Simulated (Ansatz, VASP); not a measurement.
WC: VASP beside Ansatz

```
W C
1.0
     0.00000    2.18226    2.18226
     2.18226    0.00000    2.18226
     2.18226    2.18226    0.00000
W C
1 1
Direct
  0.00000 0.00000 0.00000
  0.50000 0.50000 0.50000
```

Alike in both runs: functional BLYP; dispersion D3(BJ); k mesh 11 × 11 × 11; no spin polarisation.

Ansatz relaxed the structure, and its values are those at the end. VASP's run is a single point on that final structure, the one shown.

|  | VASP | Ansatz |
| --- | --- | --- |
| version | VASP 6.6.1 | Ansatz 0.2.0 |
| potentials or method | VASP PAW PBE potentials, release 64 (W_sv, C_h) | plane waves, PAW |
| plane-wave cutoff (eV) | 1300 | 420 |
| occupations | gaussian, width 0.1 eV | gaussian |
| valence electrons in the cell | 18 | 18 |

VASP gave:

| Item | Value |
| --- | --- |
| pressure (GPa) | 2.5 |

Q: Which values does Ansatz return?

A: Pressure (GPa): 0.0.

VASP's potentials were made for PBE, not for BLYP.

Neither program's run includes spin-orbit coupling.
